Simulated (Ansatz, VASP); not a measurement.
Two plane-wave programs on Hf

Contents of INCAR:

```
PREC = Accurate
ENCUT = 520
EDIFF = 1E-6
ISMEAR = 1
SIGMA = 0.2
LREAL = F
LASPH = T
NELM = 80
ALGO = Fast
ISIF = 2
LWAVE = F
LCHARG = T
LELF = T
LVHAR = T
NBANDS = 17
```

Contents of KPOINTS:

```
Automatic mesh
0
Gamma
  10 10 5
```

POSCAR

```
Hf
1.0
    3.1967000000      0.0000000000      0.0000000000
   -1.5983500000      2.7684234083      0.0000000000
    0.0000000000      0.0000000000      5.0578000000
Hf
2
Direct
    0.6666666667      0.3333333333      0.7500000000
    0.3333333333      0.6666666667      0.2500000000
```

Contents of input.yaml:

```yaml
crystal:
  lattice:
    - [3.1967, 0.0, 0.0]
    - [-1.59835, 2.7684234083, 0.0]
    - [0.0, 0.0, 5.0578]
  atoms:
    - { symbol: Hf, position: [0.6666666667, 0.3333333333, 0.75] }
    - { symbol: Hf, position: [0.3333333333, 0.6666666667, 0.25] }
hamiltonian:
  xc: lda
  pseudopotentials: { kind: paw }
kpoints:
  mp_grid: { grid: [10, 10, 5] }
scf:
  occupations: { method: methfessel_paxton, width: 0.2 }
output:
  forces: true
  stress: true
  eigenvalues: true
  bader: true
  populations: true
```

Alike in both runs: functional LDA; k mesh 10 × 10 × 5; occupations methfessel-paxton of order 1, width 0.2 eV; no spin polarisation.

|  | VASP | Ansatz |
| --- | --- | --- |
| version | VASP 6.6.1 | Ansatz 0.2.0 |
| potentials or method | VASP PAW LDA potentials, release 64 (Hf_pv) | Ansatz PAW |
| plane-wave cutoff (eV) | 520 | 420 |
| valence electrons in the cell | 20 | 52 |
| task | single point | atomic charges |

|  | VASP | Ansatz | Ansatz less VASP |
| --- | --- | --- | --- |
| gap on the k mesh at the Fermi level (eV) | none | none | - |
| pressure (GPa) | -7.8 | -7.9 | -0.02 |
| traceless stress, the component that is largest in VASP (GPa) | -0.40 | -0.39 | +0.012 |

LDA's correlation is that of Perdew and Zunger in VASP and of Perdew and Wang (1992) in Ansatz. A gap of «none» marks a metal or a gap that the smearing closes. VASP's potentials hold 20 valence electrons a cell and Ansatz's 52, so a difference there can come from the potentials and not from the codes.

Spin-orbit coupling is off throughout.
